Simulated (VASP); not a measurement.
# Fe (Im-3m) in VASP: settings compared

The runs below take Fe through single point, with PBEsol, PBE+D4.

Everything below comes from runs of VASP 6.6.1. Logs are shortened: lines on timing, memory, paths and dates and some standing lists are left out, and cuts for length are marked.

### 1 The cell of the first run

The structure is cubic, space group Im-3m (No. 229). Conventional cell: a = 2.886 Å, b = 2.886 Å, c = 2.886 Å, α = 90.00°, β = 90.00°, γ = 90.00°. Within 3.3 Å of Fe (site symmetry m-3m) lie 14 Fe at 2.50 to 2.89 Å.

### 2 Single point, PBEsol, collinear spin, ferromagnetic start

INCAR reads:

```
  PREC = Accurate
  ENCUT = 520
  EDIFF = 1E-6
  ISMEAR = -1
  SIGMA = 0.05
  LREAL = False
  LASPH = True
  NELM = 150
  ALGO = Normal
  ISIF = 2
  LWAVE = False
  LCHARG = False
  ISPIN = 2
  MAGMOM = 3
  LORBIT = 11
  LMAXMIX = 4
  GGA = PS
  NBANDS = 14
```

KPOINTS reads:

```
Automatic mesh
0
Gamma
  13 13 13
```

POSCAR reads:

```
Fe
1.0
   -1.4430000000      1.4430000000      1.4430000000
    1.4430000000     -1.4430000000      1.4430000000
    1.4430000000      1.4430000000     -1.4430000000
Fe
1
Direct
    0.0000000000      0.0000000000      0.0000000000
```

Potentials or basis: VASP PAW PBE potentials, release 64 (Fe).

Launch:

```sh
> cat potpaw_PBE.64/Fe/POTCAR > POTCAR
> mpirun -np 1 vasp_std > vasp.out
```

OUTCAR:

```text
PREC = Accurate
   ENCUT = 520
   EDIFF = 1E-6
   ISMEAR = -1
   LREAL = False
   LASPH = True
   NELM = 150
   ISIF = 2
   ISPIN = 2
   LORBIT = 11
   GGA = PS

 ion  position               nearest neighbor table
   1  0.000  0.000  0.000-

  LATTYP: Found a body centered cubic cell.
 ALAT       =     2.8860000000

  Lattice vectors:

 A1 = (  -1.4430000000,   1.4430000000,   1.4430000000)
 A2 = (   1.4430000000,  -1.4430000000,   1.4430000000)
 A3 = (   1.4430000000,   1.4430000000,  -1.4430000000)

Analysis of symmetry for initial positions (statically):
=====================================================================
 Subroutine PRICEL returns:
 Original cell was already a primitive cell.

 Routine SETGRP: Setting up the symmetry group for a
 body centered cubic supercell.

 Subroutine GETGRP returns: Found 48 space group operations
 (whereof 48 operations were pure point group operations)
 out of a pool of 48 trial point group operations.

The static configuration has the point symmetry O_h .

Analysis of symmetry for dynamics (positions and initial velocities):
=====================================================================
 Subroutine PRICEL returns:
 Original cell was already a primitive cell.

 Routine SETGRP: Setting up the symmetry group for a
 body centered cubic supercell.

 Subroutine GETGRP returns: Found 48 space group operations
 (whereof 48 operations were pure point group operations)
 out of a pool of 48 trial point group operations.

The dynamic configuration has the point symmetry O_h .

Analysis of structural, dynamic, and magnetic symmetry:
=====================================================================
 Subroutine PRICEL returns:
 Original cell was already a primitive cell.

 Routine SETGRP: Setting up the symmetry group for a
 body centered cubic supercell.

 Subroutine GETGRP returns: Found 48 space group operations
 (whereof 48 operations were pure point group operations)
 out of a pool of 48 trial point group operations.

The overall configuration has the point symmetry O_h .

 Subroutine INISYM returns: Found 48 space group operations
 (whereof 48 operations are pure point group operations),
 and found     1 'primitive' translations

----------------------------------------------------------------------------------------

                                     Primitive cell

  volume of cell :      12.0187

  direct lattice vectors                    reciprocal lattice vectors
    -1.443000000  1.443000000  1.443000000     0.000000000  0.346500347  0.346500347
     1.443000000 -1.443000000  1.443000000     0.346500347  0.000000000  0.346500347
     1.443000000  1.443000000 -1.443000000     0.346500347  0.346500347  0.000000000

  length of vectors
     2.499349315  2.499349315  2.499349315     0.490025489  0.490025489  0.490025489

  position of ions in fractional coordinates (direct lattice)
     0.000000000  0.000000000  0.000000000

  ion indices of the primitive-cell ions
   primitive index   ion index
                 1           1

----------------------------------------------------------------------------------------

 KPOINTS: Automatic mesh

Automatic generation of k-mesh.
 Grid dimensions read from file:
 generate k-points for:   13   13   13

 Generating k-lattice:

  Cartesian coordinates                     Fractional coordinates (reciprocal lattice)
     0.000000000  0.026653873  0.026653873     0.076923077  0.000000000  0.000000000
     0.026653873  0.000000000  0.026653873     0.000000000  0.076923077  0.000000000
     0.026653873  0.026653873  0.000000000     0.000000000  0.000000000  0.076923077

  Length of vectors
     0.037694268  0.037694268  0.037694268

  Shift w.r.t. Gamma in fractional coordinates (k-lattice)
     0.000000000  0.000000000  0.000000000

 Subroutine IBZKPT returns following result:
 ===========================================

 Found     84 irreducible k-points:

 Following reciprocal coordinates:
            Coordinates               Weight
  0.000000  0.000000  0.000000      1.000000
  0.076923  0.000000  0.000000     12.000000
  0.153846  0.000000  0.000000     12.000000
  0.230769  0.000000  0.000000     12.000000
  0.307692  0.000000  0.000000     12.000000
  0.384615  0.000000  0.000000     12.000000
[... 16 lines left out ...]
  0.153846  0.076923  0.076923     24.000000
  0.230769  0.076923  0.076923     24.000000
 [... further k-points ...]
   k-points           NKPTS =     84   k-points in BZ     NKDIM =     84   number of bands    NBANDS=     14
   number of dos      NEDOS =    301   number of ions     NIONS =      1
   total plane-waves  NPLWV =   8000
   dimension x,y,z NGX =    20 NGY =   20 NGZ =   20
   dimension x,y,z NGXF=    40 NGYF=   40 NGZF=   40
   ions per type =               1
   NGX,Y,Z   is equivalent  to a cutoff of  13.30, 13.30, 13.30 a.u.
   NGXF,Y,Z  is equivalent  to a cutoff of  26.61, 26.61, 26.61 a.u.
 SYSTEM =  unknown system
   PREC   = accura    normal or accurate (medium, high low for compatibility)
   ISTART =      0    job   : 0-new  1-cont  2-samecut
   ICHARG =      2    charge: 1-file 2-atom 10-const
   ISPIN  =      2    spin polarized calculation?
   LNONCOLLINEAR =      F non collinear calculations
   LSORBIT =      F    spin-orbit coupling
   LASPH  =      T    aspherical Exc in radial PAW
   ENCUT  =  520.0 eV  38.22 Ry    6.18 a.u.   4.65  4.65  4.65*2*pi/ulx,y,z
   NELM   =    150;   NELMIN=  2; NELMDL= -5     # of ELM steps
   EDIFF  = 0.1E-05   stopping-criterion for ELM
   LREAL  =      F    real-space projection
   EDIFFG = 0.1E-04   stopping-criterion for IOM
   NSW    =      0    number of steps for IOM
   IBRION =     -1    ionic relax: 0-MD 1-quasi-New 2-CG
   NFREE  =      0    steps in history (QN), initial steepest desc. (CG)
   ISIF   =      2    stress and relaxation
   ISYM   =      2    0-nonsym 1-usesym 2-fastsym
   POTIM  = 0.5000    time-step for ionic-motion
   TEBEG  =    0.0;   TEEND  =   0.0 temperature during run
   PSTRESS=    0.0 pullay stress
   NELECT =       8.0000    total number of electrons
   NUPDOWN=      -1.0000    fix difference up-down
   EMIN   =  10.00;   EMAX   =-10.00  energy-range for DOS
   EFERMI =   0.00;   METHOD = LEGACY
   ISMEAR =    -1;   SIGMA  =   0.05  broadening in eV -4-tet -1-fermi 0-gaus
   EFERMI_NEDOS =   21; number of points for ismear=-14 and -15
   IALGO  =     38    algorithm
   IMIX   =      4    mixing-type and parameters
     AMIX     =   0.40;   BMIX     =  1.00
     AMIX_MAG =   1.60;   BMIX_MAG =  1.00
  volume/ion in A,a.u.               =      12.02        81.11
  Fermi-wavevector in a.u.,A,eV,Ry     =   1.429394  2.701162 27.798962  2.043166
  Thomas-Fermi vector in A             =   2.549352
   LORBIT       =     11    0 simple, 1 ext, 2 COOP (PROOUT), +10 PAW based schemes
   GGA     = PS    functional components
   LHFCALC =     F    Hartree Fock is set to
   AEXX    =    0.0000 exact exchange contribution
   IVDW    =     0    specifies the selected vdW correction
   LEPSILON=     F    determine dielectric tensor
   LRPA    =     F    only Hartree local field effects (RPA)
 spin polarized calculation
  energy-cutoff  :      520.00
  volume of cell :       12.02
 maximum number of plane-waves:       336
   NGX =  9   NGY =  9   NGZ =  9

 number of electron       7.9999995 magnetization       2.2897269

 Free energy of the ion-electron system (eV)
  ---------------------------------------------------
  ext. energy  EPLUGINS =         0.00000000
  ---------------------------------------------------
  free energy    TOTEN  =        -8.84423089 eV

  energy without entropy =       -8.83387586  energy(sigma->0) =       -8.83905338

 E-fermi :   5.0774     XC(G=0): -12.9591

 val. band max:        5.0761519750   @ k =  -0.4615   0.4615   0.4615
 cond. band min:       5.0883052285   @ k =  -0.3846   0.3846   0.2308
 fundamental gap:      0.0121532535
 Fermi energy:         5.0774123298

 spin component 1

 k-point     1 :       0.0000    0.0000    0.0000
  band No.  band energies     occupation
      1      -3.0795      1.00000
      2       2.8754      1.00000
      3       2.8754      1.00000
      4       2.8754      1.00000
      5       4.0393      1.00000
      6       4.0393      1.00000
      7      29.4911      0.00000
      8      29.4911      0.00000
      9      29.4911      0.00000
     10      34.2420      0.00000
     11      34.2420      0.00000
     12      36.1978      0.00000
     13      36.1978      0.00000
     14      36.1983      0.00000
[... 375 lines left out ...]
 k-point    24 :       0.2308    0.0769    0.0769
  band No.  band energies     occupation
      1       0.2360      1.00000
      2       2.1145      1.00000
      3       2.4843      1.00000
      4       3.9874      1.00000
      5       4.1342      1.00000
      6       5.1356      0.23806
      7      17.9003      0.00000
      8      21.9444      0.00000
      9      23.5426      0.00000
     10      31.0608      0.00000
     11      34.7559      0.00000
     12      37.0487      0.00000
     13      38.8781      0.00000
     14      42.1183      0.00000

 [... further k-points ...]

 spin component 2

 k-point     1 :       0.0000    0.0000    0.0000
  band No.  band energies     occupation
      1      -2.8392      1.00000
      2       4.9173      0.96094
      3       4.9173      0.96089
      4       4.9173      0.96089
      5       6.7554      0.00000
      6       6.7554      0.00000
      7      29.3583      0.00000
      8      29.3583      0.00000
      9      29.3583      0.00000
     10      34.5031      0.00000
     11      34.5031      0.00000
     12      36.9437      0.00000
     13      36.9437      0.00000
     14      36.9437      0.00000
[... 375 lines left out ...]
 k-point    24 :       0.2308    0.0769    0.0769
  band No.  band energies     occupation
      1       0.7516      1.00000
      2       3.9773      1.00000
      3       4.1799      1.00000
      4       6.5875      0.00000
      5       6.8721      0.00000
      6       7.2362      0.00000
      7      18.7210      0.00000
      8      22.4157      0.00000
      9      24.2766      0.00000
     10      31.2061      0.00000
     11      35.3752      0.00000
     12      37.3691      0.00000
     13      39.2485      0.00000
     14      42.6600      0.00000

 [... further k-points ...]
[... 5 lines left out ...]
  --------------------------------------------------------------------------------------
  -------------------------------------------------------------------------------------
  Total       -1.3228622     -1.3228622     -1.3228622     -0.0000000      0.0000000      0.0000000
  in kB     -176.3462376   -176.3462376   -176.3462376     -0.0000000      0.0000000      0.0000000
  external PRESSURE =    -176.3462376 kB  Pullay stress =       0.0000000 kB

 VOLUME and BASIS-vectors are now :
 -----------------------------------------------------------------------------
  energy-cutoff  :      520.00
  volume of cell :       12.02
      direct lattice vectors                 reciprocal lattice vectors
    -1.443000000  1.443000000  1.443000000     0.000000000  0.346500347  0.346500347
     1.443000000 -1.443000000  1.443000000     0.346500347  0.000000000  0.346500347
     1.443000000  1.443000000 -1.443000000     0.346500347  0.346500347  0.000000000

 POSITION                                       TOTAL-FORCE (eV/Angst)
 -----------------------------------------------------------------------------------
      0.00000      0.00000      0.00000        -0.000000      0.000000     -0.000000
 -----------------------------------------------------------------------------------
    total drift:                                0.000000     -0.000000      0.000000

  FREE ENERGIE OF THE ION-ELECTRON SYSTEM (eV)
  ---------------------------------------------------
  free  energy   TOTEN  =        -8.8442308918 eV

  energy  without entropy=       -8.8338758594  energy(sigma->0) =       -8.83905338

 total charge

# of ion       s       p       d       tot
------------------------------------------
    1        0.467   0.496   6.198   7.161

 magnetization (x)

# of ion       s       p       d       tot
------------------------------------------
    1       -0.014  -0.053   2.357   2.290
```

Run time: 26 s. Hardware: 1 thread of Intel Xeon Platinum 8259CL at 2.50GHz (Skylake/Cascade Lake), shared host; peak memory 0.14 GiB.

What came out:

* Free energy: -8.8442 eV
* Pressure: -17.6 GPa
* Net moment: 2.29 μB per cell
* Site moments: Fe +2.29 μB
* Valence electrons inside the program's atomic spheres: Fe 7.16

Levels at points of the mesh, in eV from the Fermi level:
Spin up:
```csv
k point,band 3,band 4,band 5,band 6,band 7,band 8
"(0.00, 0.00, 0.00)",-2.20,-2.20,-1.04,-1.04,24.41,24.41
```
Spin down:
```tsv
k point	band 1	band 2	band 3	band 4	band 5	band 6	band 7
(0.00, 0.00, 0.00)	-7.92	-0.16	-0.16	-0.16	1.68	1.68	24.28
```

Caveat: the PAW data sets were made with another functional, which shifts forces and pressure a little.

### 3 Single point, PBE+D4, collinear spin, ferromagnetic start

This run uses another cell than the first one, of 11.04 Å³/atom, 0.918 times its volume.

INCAR reads:

```
PREC = Accurate
ENCUT = 520
EDIFF = 1E-6
ISMEAR = -1
SIGMA = 0.05
LREAL = False
LASPH = True
NELM = 150
ALGO = Normal
ISIF = 2
LWAVE = False
LCHARG = False
ISPIN = 2
MAGMOM = 3
LORBIT = 11
LMAXMIX = 4
GGA = PE
IVDW = 13
NBANDS = 14
```

KPOINTS is that of step 2.

POSCAR reads:

```
Fe
1.0
   -1.4026494603      1.4026494603      1.4026494603
    1.4026494603     -1.4026494603      1.4026494603
    1.4026494603      1.4026494603     -1.4026494603
Fe
1
Direct
    0.0000000000      0.0000000000      0.0000000000
```

Potentials or basis: VASP PAW PBE potentials, release 64 (Fe).

Launch:

```sh
> cat potpaw_PBE.64/Fe/POTCAR > POTCAR
> mpirun -np 1 vasp_std > vasp.out
```

It took 10 s on 1 thread of Intel Xeon 6975P-C (Granite Rapids), shared host; peak memory 0.13 GiB.

It converged, with:

```
Free energy                                           : -8.6036 eV
Pressure                                              : -0.1 GPa
Net moment                                            : 2.10 μB per cell
Site moments                                          : Fe +2.09 μB
Valence electrons inside the program's atomic spheres : Fe 7.33
Dispersion energy per atom                            : -0.363 eV
```

Levels at points of the mesh, in eV from the Fermi level:
Spin up:
| k point | band 3 | band 4 | band 5 | band 6 | band 7 | band 8 |
| --- | --- | --- | --- | --- | --- | --- |
| (0.00, 0.00, 0.00) | -2.36 | -2.36 | -1.12 | -1.12 | 25.27 | 25.27 |
Spin down:
```tsv
k point	band 1	band 2	band 3	band 4	band 5	band 6	band 7	band 8
(0.00, 0.00, 0.00)	-8.47	-0.56	-0.56	-0.56	1.58	1.58	25.03	25.03
```

Caveat: pairwise dispersion overbinds metals, which lowers pressure and volume.
